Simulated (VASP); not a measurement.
# Te (P4_132) in VASP: further runs

Runs on Te. Level: PBE. Tasks: single point, relaxation of cell and atoms.

All numbers are computed with VASP 6.6.1; they aren't measurements. Logs are shortened: lines on timing, memory, paths and dates and some standing lists are left out, and cuts for length are marked.

## (1) The cell of the first run

It takes space group P4_132 (No. 213, cubic). Conventional cell: a = 4.777 Å, b = 4.777 Å, c = 4.777 Å, α = 90.00°, β = 90.00°, γ = 90.00°. Within 3.9 Å of Te (site symmetry 32) lie 6 Te at 2.93 Å.

The cell was built from a structure type or drawn by symmetry, and may not be a known phase.

## (2) Single point, PBE

INCAR

```
ALGO = Normal ; EDIFF = 1E-6
ENCUT = 520 ; GGA = PE
ISIF = 2 ; ISMEAR = 0
LASPH = True ; LCHARG = False
LREAL = False ; LWAVE = False
NBANDS = 20 ; NELM = 100
PREC = Accurate ; SIGMA = 0.1
```

KPOINTS

```
k-points
0
Gamma
  4 4 4
```

POSCAR

```
Te
1.0
    4.7774847900      0.0000000000      0.0000000000
    0.0000000000      4.7774847900      0.0000000000
    0.0000000000      0.0000000000      4.7774847900
Te
4
Direct
    0.8750000000      0.1250000000      0.6250000000
    0.3750000000      0.3750000000      0.3750000000
    0.1250000000      0.6250000000      0.8750000000
    0.6250000000      0.8750000000      0.1250000000
```

Potentials or basis: VASP PAW PBE potentials, release 64 (Te).

Launch:

```bash
$ cat potpaw_PBE.64/Te/POTCAR > POTCAR
$ mpirun -np 1 vasp_std > vasp.out
```

OUTCAR:

```text
EDIFF = 1E-6
   ENCUT = 520
   GGA = PE
   ISIF = 2
   ISMEAR = 0
   LASPH = True
   LREAL = False
   NELM = 100
   PREC = Accurate

 ion  position               nearest neighbor table
   1  0.875  0.125  0.625-   2 2.93   3 2.93   4 2.93   4 2.93   3 2.93   2 2.93
   2  0.375  0.375  0.375-   1 2.93   3 2.93   4 2.93   3 2.93   4 2.93   1 2.93
   3  0.125  0.625  0.875-   1 2.93   2 2.93   4 2.93   2 2.93   1 2.93   4 2.93
   4  0.625  0.875  0.125-   1 2.93   2 2.93   3 2.93   1 2.93   2 2.93   3 2.93

  LATTYP: Found a simple cubic cell.
 ALAT       =     4.7774847900

  Lattice vectors:

 A1 = (   4.7774847900,   0.0000000000,   0.0000000000)
 A2 = (   0.0000000000,   4.7774847900,   0.0000000000)
 A3 = (   0.0000000000,   0.0000000000,   4.7774847900)

Analysis of symmetry for initial positions (statically):
=====================================================================
 Subroutine PRICEL returns:
 Original cell was already a primitive cell.

 Routine SETGRP: Setting up the symmetry group for a
 simple cubic supercell.

 Subroutine GETGRP returns: Found 24 space group operations
 (whereof  3 operations were pure point group operations)
 out of a pool of 48 trial point group operations.

The static configuration has the point symmetry C_3 .
 The point group associated with its full space group is O   .

Analysis of symmetry for dynamics (positions and initial velocities):
=====================================================================
 Subroutine PRICEL returns:
 Original cell was already a primitive cell.

 Routine SETGRP: Setting up the symmetry group for a
 simple cubic supercell.

 Subroutine GETGRP returns: Found 24 space group operations
 (whereof  3 operations were pure point group operations)
 out of a pool of 48 trial point group operations.

The dynamic configuration has the point symmetry C_3 .
 The point group associated with its full space group is O   .

 Subroutine INISYM returns: Found 24 space group operations
 (whereof  3 operations are pure point group operations),
 and found     1 'primitive' translations

----------------------------------------------------------------------------------------

                                     Primitive cell

  volume of cell :     109.0430

  direct lattice vectors                    reciprocal lattice vectors
     4.777484790  0.000000000  0.000000000     0.209315161  0.000000000  0.000000000
     0.000000000  4.777484790  0.000000000     0.000000000  0.209315161  0.000000000
     0.000000000  0.000000000  4.777484790     0.000000000  0.000000000  0.209315161

  length of vectors
     4.777484790  4.777484790  4.777484790     0.209315161  0.209315161  0.209315161

  position of ions in fractional coordinates (direct lattice)
     0.875000000  0.125000000  0.625000000
     0.375000000  0.375000000  0.375000000
     0.125000000  0.625000000  0.875000000
     0.625000000  0.875000000  0.125000000

  ion indices of the primitive-cell ions
   primitive index   ion index
                 1           1
                 2           2
                 3           3
                 4           4

----------------------------------------------------------------------------------------

 KPOINTS: k-points

Automatic generation of k-mesh.
 Grid dimensions read from file:
 generate k-points for:    4    4    4

 Generating k-lattice:

  Cartesian coordinates                     Fractional coordinates (reciprocal lattice)
     0.052328790  0.000000000  0.000000000     0.250000000  0.000000000  0.000000000
     0.000000000  0.052328790  0.000000000     0.000000000  0.250000000  0.000000000
     0.000000000  0.000000000  0.052328790     0.000000000  0.000000000  0.250000000

  Length of vectors
     0.052328790  0.052328790  0.052328790

  Shift w.r.t. Gamma in fractional coordinates (k-lattice)
     0.000000000  0.000000000  0.000000000

 Subroutine IBZKPT returns following result:
 ===========================================

 Found     10 irreducible k-points:

 Following reciprocal coordinates:
            Coordinates               Weight
  0.000000  0.000000  0.000000      1.000000
  0.250000  0.000000  0.000000      6.000000
  0.500000  0.000000  0.000000      3.000000
  0.250000  0.250000  0.000000     12.000000
  0.500000  0.250000  0.000000     12.000000
  0.500000  0.500000  0.000000      3.000000
  0.250000  0.250000  0.250000      8.000000
  0.500000  0.250000  0.250000     12.000000
  0.500000  0.500000  0.250000      6.000000
  0.500000  0.500000  0.500000      1.000000
   k-points           NKPTS =     10   k-points in BZ     NKDIM =     10   number of bands    NBANDS=     20
   number of dos      NEDOS =    301   number of ions     NIONS =      4
   total plane-waves  NPLWV =  46656
   dimension x,y,z NGX =    36 NGY =   36 NGZ =   36
   dimension x,y,z NGXF=    72 NGYF=   72 NGZF=   72
   ions per type =               4
   NGX,Y,Z   is equivalent  to a cutoff of  12.53, 12.53, 12.53 a.u.
   NGXF,Y,Z  is equivalent  to a cutoff of  25.05, 25.05, 25.05 a.u.
 SYSTEM =  unknown system
   PREC   = accura    normal or accurate (medium, high low for compatibility)
   ISTART =      0    job   : 0-new  1-cont  2-samecut
   ICHARG =      2    charge: 1-file 2-atom 10-const
   ISPIN  =      1    spin polarized calculation?
   LNONCOLLINEAR =      F non collinear calculations
   LSORBIT =      F    spin-orbit coupling
   LASPH  =      T    aspherical Exc in radial PAW
   ENCUT  =  520.0 eV  38.22 Ry    6.18 a.u.   8.88  8.88  8.88*2*pi/ulx,y,z
   NELM   =    100;   NELMIN=  2; NELMDL= -5     # of ELM steps
   EDIFF  = 0.1E-05   stopping-criterion for ELM
   LREAL  =      F    real-space projection
   EDIFFG = 0.1E-04   stopping-criterion for IOM
   NSW    =      0    number of steps for IOM
   IBRION =     -1    ionic relax: 0-MD 1-quasi-New 2-CG
   NFREE  =      0    steps in history (QN), initial steepest desc. (CG)
   ISIF   =      2    stress and relaxation
   ISYM   =      2    0-nonsym 1-usesym 2-fastsym
   POTIM  = 0.5000    time-step for ionic-motion
   TEBEG  =    0.0;   TEEND  =   0.0 temperature during run
   PSTRESS=    0.0 pullay stress
   NELECT =      24.0000    total number of electrons
   NUPDOWN=      -1.0000    fix difference up-down
   EMIN   =  10.00;   EMAX   =-10.00  energy-range for DOS
   EFERMI =   0.00;   METHOD = LEGACY
   ISMEAR =     0;   SIGMA  =   0.10  broadening in eV -4-tet -1-fermi 0-gaus
   EFERMI_NEDOS =   21; number of points for ismear=-14 and -15
   IALGO  =     38    algorithm
   IMIX   =      4    mixing-type and parameters
     AMIX     =   0.40;   BMIX     =  1.00
     AMIX_MAG =   1.60;   BMIX_MAG =  1.00
  volume/ion in A,a.u.               =      27.26       183.96
  Fermi-wavevector in a.u.,A,eV,Ry     =   0.988430  1.867862 13.292809  0.976994
  Thomas-Fermi vector in A             =   2.119956
   LORBIT       =      0    0 simple, 1 ext, 2 COOP (PROOUT), +10 PAW based schemes
   GGA     = PE    functional components
   LHFCALC =     F    Hartree Fock is set to
   AEXX    =    0.0000 exact exchange contribution
   IVDW    =     0    specifies the selected vdW correction
   LEPSILON=     F    determine dielectric tensor
   LRPA    =     F    only Hartree local field effects (RPA)
 non-spin polarized calculation
 Gauss-broadening in eV      SIGMA  =   0.10
  energy-cutoff  :      520.00
  volume of cell :      109.04
 maximum number of plane-waves:      3016
 NGX is ok and might be reduce to    36
   NGX = 17   NGY = 17   NGZ = 17

 number of electron      24.0000001 magnetization

 Free energy of the ion-electron system (eV)
  ---------------------------------------------------
  ext. energy  EPLUGINS =         0.00000000
  ---------------------------------------------------
  free energy    TOTEN  =        -9.98211305 eV

  energy without entropy =       -9.97011125  energy(sigma->0) =       -9.97611215

 E-fermi :   9.1277     XC(G=0): -10.0066

 val. band max:        8.9168354457   @ k =   0.5000   0.2500   0.2500
 cond. band min:       9.1643759484   @ k =   0.2500   0.2500   0.2500
 fundamental gap:      0.2475405027
 Fermi energy:         9.1276546891

 k-point     1 :       0.0000    0.0000    0.0000
  band No.  band energies     occupation
      1      -6.5704      2.00000
      2      -2.0458      2.00000
      3      -2.0458      2.00000
      4      -2.0458      2.00000
      5       4.2139      2.00000
      6       4.2139      2.00000
[... 12 lines left out ...]
     19      14.7022      0.00000
     20      14.7022      0.00000

 k-point     2 :       0.2500    0.0000    0.0000
  band No.  band energies     occupation
      1      -6.2160      2.00000
      2      -3.6739      2.00000
      3      -1.7099      2.00000
      4      -0.8721      2.00000
      5       3.0585      2.00000
      6       3.4912      2.00000
[... 12 lines left out ...]
     19      14.2878      0.00000
     20      14.3842      0.00000

 k-point     3 :       0.5000    0.0000    0.0000
  band No.  band energies     occupation
      1      -5.1947      2.00000
      2      -5.1947      2.00000
      3      -0.9275      2.00000
      4      -0.9275      2.00000
      5       2.7525      2.00000
      6       2.7525      2.00000
[... 12 lines left out ...]
     19      14.6434      0.00000
     20      14.6434      0.00000

 k-point     4 :       0.2500    0.2500    0.0000
  band No.  band energies     occupation
      1      -5.8751      2.00000
      2      -3.8634      2.00000
      3      -2.2509      2.00000
      4      -0.8007      2.00000
      5       2.5209      2.00000
      6       3.4484      2.00000
[... 107 lines left out ...]
 k-point     9 :       0.5000    0.5000    0.2500
  band No.  band energies     occupation
      1      -4.2390      2.00000
      2      -4.2390      2.00000
      3      -2.7078      2.00000
      4      -2.7078      2.00000
      5       2.3276      2.00000
      6       2.3276      2.00000
[... 12 lines left out ...]
     19      14.4318      0.00000
     20      14.4318      0.00000

 k-point    10 :       0.5000    0.5000    0.5000
  band No.  band energies     occupation
      1      -3.4562      2.00000
      2      -3.4562      2.00000
      3      -3.4562      2.00000
      4      -3.4562      2.00000
      5       2.3703      2.00000
      6       2.3703      2.00000
[... 12 lines left out ...]
     19      15.1393      0.00000
     20      15.1393      0.00000

------------------------ aborting loop because EDIFF is reached ----------------------------------------

  FORCE on cell =-STRESS in cart. coord.  units (eV):
  Direction    XX          YY          ZZ          XY          YZ          ZX
  --------------------------------------------------------------------------------------
  -------------------------------------------------------------------------------------
  Total       13.7441043     13.7441043     13.7441043     -0.0000000     -0.0000000     -0.0000000
  in kB      201.9431317    201.9431317    201.9431317     -0.0000000     -0.0000000     -0.0000000
  external PRESSURE =     201.9431317 kB  Pullay stress =       0.0000000 kB

 VOLUME and BASIS-vectors are now :
 -----------------------------------------------------------------------------
  energy-cutoff  :      520.00
  volume of cell :      109.04
      direct lattice vectors                 reciprocal lattice vectors
     4.777484790  0.000000000  0.000000000     0.209315161  0.000000000  0.000000000
     0.000000000  4.777484790  0.000000000     0.000000000  0.209315161  0.000000000
     0.000000000  0.000000000  4.777484790     0.000000000  0.000000000  0.209315161

 POSITION                                       TOTAL-FORCE (eV/Angst)
 -----------------------------------------------------------------------------------
      4.18030      0.59719      2.98593        -0.000000      0.000000      0.000000
      1.79156      1.79156      1.79156        -0.000000      0.000000      0.000000
      0.59719      2.98593      4.18030        -0.000000      0.000000      0.000000
      2.98593      4.18030      0.59719         0.000000      0.000000      0.000000
 -----------------------------------------------------------------------------------
    total drift:                               -0.000000     -0.000000     -0.000000

  FREE ENERGIE OF THE ION-ELECTRON SYSTEM (eV)
  ---------------------------------------------------
  free  energy   TOTEN  =        -9.9821130544 eV

  energy  without entropy=       -9.9701112505  energy(sigma->0) =       -9.97611215
```

It took 18 s on 1 thread of AMD EPYC 7R13, shared host; peak memory 0.17 GiB.

What came out:

| Item | Value |
| --- | --- |
| Free energy | -9.9821 eV |
| Pressure | 20.2 GPa |
| Band gap on the k mesh | zero (bands 12 and 13 overlap by 0.90 eV) |

Levels at points of the mesh, in eV from the Fermi level:
```csv
k point,band 10,band 11,band 12,band 13,band 14,band 15
"(0.00, 0.00, 0.00)",-4.06,-1.34,-1.34,0.04,0.04,0.04
"(0.50, 0.00, 0.00)",-2.57,-0.45,-0.45,0.71,0.71,1.49
"(0.50, 0.50, 0.00)",-3.50,-2.67,-2.67,2.48,2.48,3.03
"(0.50, 0.50, 0.50)",0.93,0.93,0.93,1.55,1.55,1.55
```

Caveat: the cell stands under pressure; spin-orbit coupling is left out, which moves the levels of the heavy elements.

## (3) Single point, PBE

This run uses another cell than the first one, of 35.38 Å³/atom.

INCAR

```
PREC = Accurate ; ENCUT = 520
EDIFF = 1E-7 ; ISMEAR = 0
SIGMA = 0.1 ; LREAL = F
LASPH = T ; NELM = 100
ALGO = Normal ; ISIF = 2
LWAVE = F ; LCHARG = T
GGA = PE ; LELF = T
LVHAR = T ; NBANDS = 20
```

KPOINTS

```
Automatic mesh
0
Gamma
  4 4 4
```

POSCAR

```
Te
1.0
    5.2110361986      0.0000000000      0.0000000000
    0.0000000000      5.2110361986      0.0000000000
    0.0000000000      0.0000000000      5.2110361986
Te
4
Direct
    0.8750000000      0.1250000000      0.6250000000
    0.3750000000      0.3750000000      0.3750000000
    0.1250000000      0.6250000000      0.8750000000
    0.6250000000      0.8750000000      0.1250000000
```

Potentials or basis: VASP PAW PBE potentials, release 64 (Te).

Launch:

```bash
$ cat potpaw_PBE.64/Te/POTCAR > POTCAR
$ mpirun -np 1 vasp_std > vasp.out
```

It took 32 s on 1 thread of AMD EPYC 7R13, shared host; peak memory 0.21 GiB.

It converged, with:

```
Free energy            : -11.6464 eV
Pressure               : 0.4 GPa
Band gap on the k mesh : zero (bands 12 and 13 overlap by 0.14 eV)
```

Levels at points of the mesh, in eV from the Fermi level:
```
           k point  band 9  band 10  band 11  band 12  band 13  band 14  band 15  band 16
(0.00, 0.00, 0.00)   -3.44    -3.44    -0.94    -0.94     0.33     0.33     0.33     2.29
(0.50, 0.00, 0.00)   -1.80    -1.80    -0.34    -0.34     0.50     0.50     0.93     0.93
(0.50, 0.50, 0.00)   -2.52    -2.52    -2.12    -2.12     1.86     1.86     2.20     2.20
(0.50, 0.50, 0.50)    0.17     0.17     0.17     0.17     1.09     1.09     1.09     1.09
```

Caveat: spin-orbit coupling is left out, which moves the levels of the heavy elements.

## (4) Relaxation of cell and atoms, PBE

INCAR

```
PREC = Accurate ; ENCUT = 600
EDIFF = 1E-6 ; ISMEAR = 0
SIGMA = 0.1 ; LREAL = False
LASPH = True ; NELM = 100
ALGO = Normal ; ISIF = 3
LWAVE = False ; LCHARG = False
GGA = PE ; IBRION = 2
NSW = 90 ; EDIFFG = -0.04
```

KPOINTS is that of step 3.

POSCAR

```
Te
1.0
    4.7774847900      0.0000000000      0.0000000000
    0.0000000000      4.7774847900      0.0000000000
    0.0000000000      0.0000000000      4.7774847900
Te
4
Direct
    0.8750000000      0.1250000000      0.6250000000
    0.3750000000      0.3750000000      0.3750000000
    0.1250000000      0.6250000000      0.8750000000
    0.6250000000      0.8750000000      0.1250000000
```

Launch:

```bash
$ cat potpaw_PBE.64/Te/POTCAR > POTCAR
$ mpirun -np 1 vasp_std > vasp.out
```

Wall time 61 s (1 thread of AMD EPYC 7R13, shared host); peak memory 0.21 GiB.

It converged, with:

```yaml
Free_energy: -11.6467 eV
Relaxed_volume: 35.71 Å³/atom
Relaxed_cell: a = 5.227 Å, b = 5.227 Å, c = 5.227 Å, α = 90.00°, β = 90.00°, γ = 90.00°
Space_group_after_relaxing_to_0.1_Å: P4_132 (No. 213)
Energy_gained_by_relaxing: 416.1 meV/atom
Ionic_steps: 3
Pressure_after_relaxing: 0.0 GPa
Band_gap_on_the_k_mesh: zero (bands 12 and 13 overlap by 0.12 eV)
```

Step by step:
```
step  energy change (eV)  largest force (eV/Å)  pressure (GPa)  volume (Å³)
   1              0.0000                0.0000           20.19       109.04
   2             -1.1107                0.0000           -4.92       172.75
   3             -1.6644                0.0000           -0.04       142.83
```

Final structure:
```
Te
1.0
     5.22728    0.00000    0.00000
     0.00000    5.22728    0.00000
     0.00000    0.00000    5.22728
Te
4
Direct
  0.87500 0.12500 0.62500
  0.37500 0.37500 0.37500
  0.12500 0.62500 0.87500
  0.62500 0.87500 0.12500
```

Levels at points of the mesh, in eV from the Fermi level:
| k point | band 10 | band 11 | band 12 | band 13 | band 14 | band 15 |
| --- | --- | --- | --- | --- | --- | --- |
| (0.00, 0.00, 0.00) | -3.41 | -0.92 | -0.92 | 0.34 | 0.34 | 0.34 |
| (0.50, 0.00, 0.00) | -1.77 | -0.34 | -0.34 | 0.50 | 0.50 | 0.91 |
| (0.50, 0.50, 0.00) | -2.49 | -2.10 | -2.10 | 1.84 | 1.84 | 2.18 |
| (0.50, 0.50, 0.50) | 0.15 | 0.15 | 0.15 | 1.08 | 1.08 | 1.08 |

Caveat: the volume moved by over 15 % at a fixed basis, so the end points are rough; spin-orbit coupling is left out, which moves the levels of the heavy elements.

## (5) Summary

```tsv
task	cell	cutoff (eV)	gap on the mesh (eV)	pressure (GPa)
single point	a = 4.777 Å, 4 atoms	520	none	20.2
single point	a = 5.211 Å, 4 atoms	520	none	0.4
relaxation of cell and atoms	relaxed from a = 4.777 Å, 4 atoms	600	none	0.0
```

Alike in all rows: level PBE; potentials or basis VASP PAW PBE potentials, release 64 (Te); no spin polarisation; k mesh 4 × 4 × 4; smearing gaussian 0.1 eV.

Caveats: spin-orbit coupling is left out, which moves the levels of the heavy elements; the cell stands under pressure (at least some runs); the volume moved by over 15 % at a fixed basis, so the end points are rough (at least some runs).

Total energies depend on the potentials used, so only differences within one code and one set of settings carry meaning.
